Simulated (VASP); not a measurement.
# BP2 in VASP: notebook, part 2 of 2

VASP 6.6.1. The steps go on from the part before.

**3. Single point, LDA**

INCAR reads:

```
ALGO = Normal
EDIFF = 1E-7
ENCUT = 520
GGA = CA
ISIF = 2
ISMEAR = -1
LASPH = T
LCHARG = T
LELF = T
LREAL = F
LVHAR = T
LWAVE = F
NBANDS = 14
NELM = 60
PREC = Accurate
SIGMA = 0.05
```

KPOINTS reads:

```
k-points
0
Gamma
  10 10 1
```

POSCAR reads:

```
BP2
1.0
    2.9756400000      0.0000000000      0.0000000000
   -1.4878200000      2.5769800000      0.0000000000
    0.0000000000      0.0000000000     29.0535300000
B P
1 2
Direct
    0.0000000000      0.0000000000      0.2757200000
    0.6666700000      0.3333300000      0.3162800000
    0.3333300000      0.6666700000      0.2351600000
```

Potentials or basis: VASP PAW LDA potentials, release 64 (B, P).

Command:

```console
cat potpaw_LDA.64/B/POTCAR potpaw_LDA.64/P/POTCAR > POTCAR
mpirun -np 1 vasp_std > vasp.out
```

OUTCAR:

```text
EDIFF = 1E-7
   ENCUT = 520
   GGA = CA
   ISIF = 2
   ISMEAR = -1
   LASPH = T
   LREAL = F
   NELM = 60
   PREC = Accurate

 ion  position               nearest neighbor table
   1  0.000  0.000  0.276-   2 2.08   3 2.08   2 2.08   3 2.08   2 2.08   3 2.08
   2  0.667  0.333  0.316-   1 2.08   1 2.08   1 2.08   3 2.92   3 2.92   3 2.92
   3  0.333  0.667  0.235-   1 2.08   1 2.08   1 2.08   2 2.92   2 2.92   2 2.92

  LATTYP: Found a hexagonal cell.
 ALAT       =     2.9756400000
 C/A-ratio  =     9.7637919910
[... 603 lines left out ...]

  FORCE on cell =-STRESS in cart. coord.  units (eV):
  Direction    XX          YY          ZZ          XY          YZ          ZX
  --------------------------------------------------------------------------------------
  -------------------------------------------------------------------------------------
  Total       -1.5633952     -1.5635047     -0.5345731     -0.0000947     -0.0000838      0.0001452
  in kB      -11.2431762    -11.2439636     -3.8443892     -0.0006807     -0.0006028      0.0010442
  external PRESSURE =      -8.7771763 kB  Pullay stress =       0.0000000 kB

 VOLUME and BASIS-vectors are now :
 -----------------------------------------------------------------------------
  energy-cutoff  :      520.00
  volume of cell :      222.79
      direct lattice vectors                 reciprocal lattice vectors
     2.975640000  0.000000000  0.000000000     0.336062158  0.194025565  0.000000000
    -1.487820000  2.576980000  0.000000000     0.000000000  0.388051130  0.000000000
     0.000000000  0.000000000 29.053530000     0.000000000  0.000000000  0.034419225

 POSITION                                       TOTAL-FORCE (eV/Angst)
 -----------------------------------------------------------------------------------
      0.00000      0.00000      8.01064         0.000000      0.000000      0.000000
      1.48783      0.85898      9.18905         0.000061     -0.000035     -0.221081
     -0.00001      1.71800      6.83223        -0.000061      0.000035      0.221081
 -----------------------------------------------------------------------------------
    total drift:                                0.000000     -0.000000      0.000005

  FREE ENERGIE OF THE ION-ELECTRON SYSTEM (eV)
  ---------------------------------------------------
  free  energy   TOTEN  =       -17.4855474462 eV

  energy  without entropy=      -17.4568986983  energy(sigma->0) =      -17.47122307
```

OSZICAR:

```text
N       E                     dE             d eps       ncg     rms          rms(c)
DAV:   1     0.814780289815E+02    0.81478E+02   -0.38640E+03   868   0.605E+02
DAV:   2    -0.110486570352E+02   -0.92527E+02   -0.82255E+02  1530   0.120E+02
DAV:   3    -0.184061094705E+02   -0.73575E+01   -0.72649E+01  1226   0.431E+01
DAV:   4    -0.185446926435E+02   -0.13858E+00   -0.13815E+00  1276   0.712E+00
[... 15 lines left out ...]
DAV:  20    -0.174855458107E+02   -0.33287E-05   -0.12021E-07  1018   0.120E-03    0.283E-04
DAV:  21    -0.174855470235E+02   -0.12128E-05   -0.18222E-08   902   0.577E-04    0.120E-04
DAV:  22    -0.174855472977E+02   -0.27422E-06   -0.49501E-09   902   0.254E-04    0.334E-05
DAV:  23    -0.174855474185E+02   -0.12084E-06   -0.13125E-09   872   0.113E-04    0.275E-05
DAV:  24    -0.174855474462E+02   -0.27731E-07   -0.29511E-10   914   0.737E-05
   1 F= -.17485547E+02 E0= -.17471223E+02  d E =-.286487E-01
```

Run time: 1.8 min. Hardware: 1 thread of Intel Xeon Platinum 8375C at 2.90GHz (Ice Lake), shared host; peak memory 0.31 GiB.

Results:

| Property | Result |
| --- | --- |
| Free energy | -17.4855 eV |
| Largest force | 0.221 eV/Å |

Forces on the atoms (eV/Å):
```
B    0.000  0.000  0.000
P    0.000  0.000 -0.221
P    0.000  0.000  0.221
```

**4. Single point, PBEsol**

INCAR reads:

```
PREC     = Accurate       # precision mode
ENCUT    = 520            # plane-wave cutoff, eV
EDIFF    = 1E-7           # SCF threshold, eV
ISMEAR   = -1             # smearing method
SIGMA    = 0.05           # smearing width, eV
LREAL    = F              # projectors in reciprocal space
LASPH    = T              # aspherical terms in the spheres
NELM     = 80             # most SCF steps
ALGO     = Normal         # electronic algorithm
ISIF     = 2              # what is computed and relaxed
LWAVE    = F              # write WAVECAR
LCHARG   = T              # write CHGCAR
GGA      = PS             # functional
LELF     = T              # ELF
LVHAR    = T            
NBANDS   = 14             # bands
```

KPOINTS reads:

```
regular mesh
0
Gamma
  10 10 1
```

POSCAR is that of step 3.

Potentials or basis: VASP PAW PBE potentials, release 64 (B, P).

Command:

```console
cat potpaw_PBE.64/B/POTCAR potpaw_PBE.64/P/POTCAR > POTCAR
mpirun -np 1 vasp_std > vasp.out
```

It took 1.9 min on 1 thread of Intel Xeon Platinum 8375C at 2.90GHz (Ice Lake), shared host; peak memory 0.38 GiB.

The run converged. Its results:

| Property | Result |
| --- | --- |
| Free energy | -16.6326 eV |
| Largest force | 0.007 eV/Å |

Forces in eV/Å, atoms in the order of the input:
```
B    0.000  0.000  0.000
P    0.000  0.000 -0.007
P    0.000  0.000  0.007
```

Levels at points of the mesh, in eV from the Fermi level:
| k point | band 5 | band 6 | band 7 | band 8 | band 9 | band 10 |
| --- | --- | --- | --- | --- | --- | --- |
| (0.00, 0.00, 0.00) | 0.13 | 0.13 | 2.37 | 2.37 | 4.29 | 4.75 |
| (0.50, 0.00, 0.00) | -3.23 | -2.26 | -0.15 | 1.52 | 1.76 | 3.93 |
| (0.50, 0.50, 0.00) | -3.23 | -2.26 | -0.15 | 1.52 | 1.76 | 3.93 |

Caveat: the PAW data sets were made with another functional, which shifts forces and pressure a little.

**5. Single point, PBE**

INCAR reads:

```
SYSTEM = BP2
  ALGO = Normal
  EDIFF = 1E-7
  ENCUT = 520
  GGA = PE
  ISIF = 2
  ISMEAR = -1
  LASPH = .True.
  LCHARG = .False.
  LREAL = .False.
  LWAVE = .False.
  NBANDS = 14
  NELM = 80
  PREC = Accurate
  SIGMA = 0.05
```

KPOINTS reads:

```
k-points
0
Gamma
  10 10 1
  0 0 0
```

POSCAR is that of step 4.

Potentials or basis: VASP PAW PBE potentials, release 64 (B, P).

Command:

```console
cat potpaw_PBE.64/B/POTCAR potpaw_PBE.64/P/POTCAR > POTCAR
mpirun -np 1 vasp_std > vasp.out
```

OUTCAR:

```text
SYSTEM = BP2
   EDIFF = 1E-7
   ENCUT = 520
   GGA = PE
   ISIF = 2
   ISMEAR = -1
   LASPH = .True.
   LREAL = .False.
   NELM = 80
   PREC = Accurate

 ion  position               nearest neighbor table
   1  0.000  0.000  0.276-   2 2.08   3 2.08   2 2.08   3 2.08   2 2.08   3 2.08
   2  0.667  0.333  0.316-   1 2.08   1 2.08   1 2.08   3 2.92   3 2.92   3 2.92
   3  0.333  0.667  0.235-   1 2.08   1 2.08   1 2.08   2 2.92   2 2.92   2 2.92

  LATTYP: Found a hexagonal cell.
 ALAT       =     2.9756400000
 C/A-ratio  =     9.7637919910

[... 602 lines left out ...]

  FORCE on cell =-STRESS in cart. coord.  units (eV):
  Direction    XX          YY          ZZ          XY          YZ          ZX
  --------------------------------------------------------------------------------------
  -------------------------------------------------------------------------------------
  Total       -0.2565752     -0.2566831      0.2649663     -0.0000934     -0.0000830      0.0001437
  in kB       -1.8451640     -1.8459395      1.9055085     -0.0006714     -0.0005967      0.0010335
  external PRESSURE =      -0.5951983 kB  Pullay stress =       0.0000000 kB

 VOLUME and BASIS-vectors are now :
 -----------------------------------------------------------------------------
  energy-cutoff  :      520.00
  volume of cell :      222.79
      direct lattice vectors                 reciprocal lattice vectors
     2.975640000  0.000000000  0.000000000     0.336062158  0.194025565  0.000000000
    -1.487820000  2.576980000  0.000000000     0.000000000  0.388051130  0.000000000
     0.000000000  0.000000000 29.053530000     0.000000000  0.000000000  0.034419225

 POSITION                                       TOTAL-FORCE (eV/Angst)
 -----------------------------------------------------------------------------------
      0.00000      0.00000      8.01064         0.000000      0.000000     -0.000000
      1.48783      0.85898      9.18905         0.000061     -0.000035      0.118201
     -0.00001      1.71800      6.83223        -0.000061      0.000035     -0.118201
 -----------------------------------------------------------------------------------
    total drift:                                0.000000     -0.000000      0.000006

  FREE ENERGIE OF THE ION-ELECTRON SYSTEM (eV)
  ---------------------------------------------------
  free  energy   TOTEN  =       -15.4656471812 eV

  energy  without entropy=      -15.4377144299  energy(sigma->0) =      -15.45168081
```

stdout:

```text
POSCAR found type information on POSCAR B P
 POSCAR found :  2 types and       3 ions
 scaLAPACK will be used
 LDA part: xc-table for (Slater+PW92), standard interpolation
 POSCAR, INCAR and KPOINTS ok, starting setup
 FFT: planning ... GRIDC
 FFT: planning ... GRID_SOFT
 FFT: planning ... GRID
 WAVECAR not read
 entering main loop
```

Run time: 2.2 min. Hardware: 1 thread of Intel Xeon Platinum 8375C at 2.90GHz (Ice Lake), shared host; peak memory 0.38 GiB.

What came out:

```yaml
Free_energy: -15.4656 eV
Largest_force: 0.118 eV/Å
```

Forces on the atoms (eV/Å):
```
B    0.000  0.000  0.000
P    0.000  0.000  0.118
P    0.000  0.000 -0.118
```

**6. The runs side by side**

```csv
level,potentials or basis,gap on the mesh (eV),largest force (eV/Å)
PBE,"VASP PAW PBE potentials, release 64 (B, P)",none,0.12
LDA,"VASP PAW LDA potentials, release 64 (B, P)",none,0.22
PBEsol,"VASP PAW PBE potentials, release 64 (B, P)",none,0.01
```

Alike in all rows: task single point; no spin polarisation; cell as given; k mesh 10 × 10 × 1; cutoff (eV) 520; smearing fermi-dirac 0.05 eV.

Caveats: the PAW data sets were made with another functional, which shifts forces and pressure a little (some runs).

Total energies depend on the potentials used, so only differences within one code and one set of settings carry meaning.
